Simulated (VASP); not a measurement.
Set up this calculation in VASP 6.6.1, as the native input.

```
Task                   : electric field gradients
Functional             : PBE
Potentials or basis    : VASP PAW PBE potentials, release 64 (Y_sv, Cu, Cl, O)
Cutoff                 : 520 eV
k mesh                 : 6 × 6 × 6
Occupations            : fermi-dirac, width 0.05 eV
Spin                   : no spin polarisation
Dipole correction      : no
Further INCAR settings : LREAL = Auto; ALGO = Normal; EDIFF = 1e-08; NBANDS = 80
```

The structure of YCu6ClO8 lies in POSCAR:

```
YCu6ClO8
1.0
    0.0000000000      4.6462890000      4.6462890000
    4.6462890000      0.0000000000      4.6462890000
    4.6462890000      4.6462890000      0.0000000000
Y Cu Cl O
1 6 1 8
Direct
    0.0000000000      0.0000000000      0.0000000000
    0.0000000000      0.0000000000      0.5000000000
    0.5000000000      0.0000000000      0.5000000000
    0.0000000000      0.5000000000      0.5000000000
    0.5000000000      0.5000000000      0.0000000000
    0.0000000000      0.5000000000      0.0000000000
    0.5000000000      0.0000000000      0.0000000000
    0.5000000000      0.5000000000      0.5000000000
    0.8555030000      0.8555030000      0.4334910000
    0.8555030000      0.4334910000      0.8555030000
    0.4334910000      0.8555030000      0.8555030000
    0.8555030000      0.8555030000      0.8555030000
    0.1444970000      0.1444970000      0.5665090000
    0.1444970000      0.5665090000      0.1444970000
    0.5665090000      0.1444970000      0.1444970000
    0.1444970000      0.1444970000      0.1444970000
```

One way to write it, as run:

INCAR

```
PREC = Accurate
ENCUT = 520
EDIFF = 1E-8
ISMEAR = -1
SIGMA = 0.05
LREAL = Auto
LASPH = True
NELM = 100
ALGO = Normal
ISIF = 2
LWAVE = False
LCHARG = False
GGA = PE
LEFG = True
NBANDS = 80
```

KPOINTS

```
Automatic mesh
0
Gamma
  6 6 6
```

Potentials or basis: VASP PAW PBE potentials, release 64 (Y_sv, Cu, Cl, O).

The run is started by

```console
$ cat potpaw_PBE.64/Y_sv/POTCAR potpaw_PBE.64/Cu/POTCAR potpaw_PBE.64/Cl/POTCAR potpaw_PBE.64/O/POTCAR > POTCAR
$ mpirun -np 1 vasp_std > vasp.out
```

It gave:

```json
{
 "Pressure": "0.1 GPa",
 "Largest force": "0.092 eV/Å",
 "Band gap on the k mesh": "zero (bands 66 and 67 overlap by 0.50 eV)",
 "Largest electric field gradient by atom": "Y -0.0; Cu -58.0, -57.9 (each value once); Cl -0.0; O -128.9 V/Å²"
}
```

Caveat: without QUAD_EFG the Cq values of the log hold for a quadrupole moment of 1 mb, not for the nuclei; semilocal functionals often make such compounds metallic where correlation or magnetic order opens a gap, which also shifts bond lengths.

It took 15 min on 1 thread of AMD EPYC 7R43 64-Core Processor (Zen 3) (shared host), peak memory 0.4 GiB.
